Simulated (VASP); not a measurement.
Write the native input for VASP 6.6.1 that does the following.

```
Task                   : single point
Functional             : r2SCAN
Potentials or basis    : VASP PAW PBE potentials, release 64 (Al, Cu)
Cutoff                 : 520 eV
k mesh                 : 16 × 16 × 6
Occupations            : gaussian, width 0.1 eV
Spin                   : no spin polarisation
Dipole correction      : no
Further INCAR settings : ALGO = Normal; EDIFF = 1e-06; NBANDS = 18
```

Al3Cu:

```
CELL_PARAMETERS angstrom
2.82602 0.00000 0.00000
0.00000 2.82602 0.00000
0.00000 0.00000 7.75263
ATOMIC_POSITIONS crystal
Al 0.00000 0.00000 0.50000
Al 0.50000 0.50000 0.22003
Al 0.50000 0.50000 0.77997
Cu 0.00000 0.00000 0.00000
```

One way to write it, as run:

POSCAR

```
Al3Cu
1.0
    2.8260174530      0.0000000000      0.0000000000
    0.0000000000      2.8260174530      0.0000000000
    0.0000000000      0.0000000000      7.7526262997
Al Cu
3 1
Direct
    0.0000000000      0.0000000000      0.5000000000
    0.5000000000      0.5000000000      0.2200315543
    0.5000000000      0.5000000000      0.7799684457
    0.0000000000      0.0000000000      0.0000000000
```

INCAR.step1

```
ALGO     = Normal         # electronic algorithm
EDIFF    = 1E-4           # SCF threshold, eV
ENCUT    = 520            # plane-wave cutoff, eV
GGA      = PE             # functional
ISMEAR   = 0              # smearing method
LASPH    = T              # aspherical terms in the spheres
LCHARG   = F              # write CHGCAR
LREAL    = F              # projectors in reciprocal space
LWAVE    = T              # write WAVECAR
NBANDS   = 18             # bands
NELM     = 60             # most SCF steps
PREC     = Accurate       # precision mode
SIGMA    = 0.1            # smearing width, eV
```

INCAR.step2

```
ALGO     = Normal         # electronic algorithm
EDIFF    = 1E-6           # SCF threshold, eV
ENCUT    = 520            # plane-wave cutoff, eV
ISIF     = 2              # what is computed and relaxed
ISMEAR   = 0              # smearing method
ISTART   = 1            
LASPH    = T              # aspherical terms in the spheres
LCHARG   = F              # write CHGCAR
LMIXTAU  = T            
LREAL    = F              # projectors in reciprocal space
LWAVE    = F              # write WAVECAR
METAGGA  = R2SCAN         # meta-GGA
NBANDS   = 18             # bands
NELM     = 60             # most SCF steps
PREC     = Accurate       # precision mode
SIGMA    = 0.1            # smearing width, eV
```

KPOINTS

```
k-points
0
Gamma
  16 16 6
```

Potentials or basis: VASP PAW PBE potentials, release 64 (Al, Cu).

The run is started by

```sh
$ cat potpaw_PBE.64/Al/POTCAR potpaw_PBE.64/Cu/POTCAR > POTCAR
$ cp INCAR.step1 INCAR
$ mpirun -np 1 vasp_std > vasp.out
$ cp INCAR.step2 INCAR
$ mpirun -np 1 vasp_std > vasp.out
```

It gave:

| Property | Result |
| --- | --- |
| Pressure | -5.6 GPa |
| Largest force | 0.018 eV/Å |
| Band gap on the k mesh | zero (bands 10 and 11 overlap by 6.21 eV) |

Caveat: the cell stands under tension; the PAW data sets were made with another functional, which shifts forces and pressure a little.

It took 5.3 min on 1 thread of Intel(R) Xeon(R) Platinum 8488C (Sapphire Rapids) (shared host), peak memory 0.32 GiB.
